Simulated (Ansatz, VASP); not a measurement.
One calculation of H2S, two programs

```
CELL_PARAMETERS angstrom
14.00000 0.00000 0.00000
0.00000 14.50000 0.00000
0.00000 0.00000 15.00000
ATOMIC_POSITIONS crystal
S 0.49809 0.53326 0.50030
H 0.43092 0.46632 0.49918
H 0.56921 0.47023 0.50083
```

Alike in both runs: functional PBE; dispersion D3(BJ); k mesh 1 × 1 × 1; occupations gaussian, width 0.005 eV; no spin polarisation.

Ansatz relaxed the structure, and its values are those at the end. VASP's run is a single point on that final structure, the one shown.

|  | VASP | Ansatz |
| --- | --- | --- |
| version | VASP 6.6.1 | Ansatz 0.2.0 |
| potentials or method | VASP PAW PBE potentials, release 64 (S, H), cutoff 520 eV | scalar-relativistic, plane waves, PAW |
| valence electrons in the cell | 8 | 8 |

|  | VASP | Ansatz | Ansatz less VASP |
| --- | --- | --- | --- |
| gap on the k mesh at the Fermi level (eV) | 5.39 | 5.36 | -0.029 |
| rms of the force components (eV/Å) | 0.049 | 0.000 | -0.0489 |
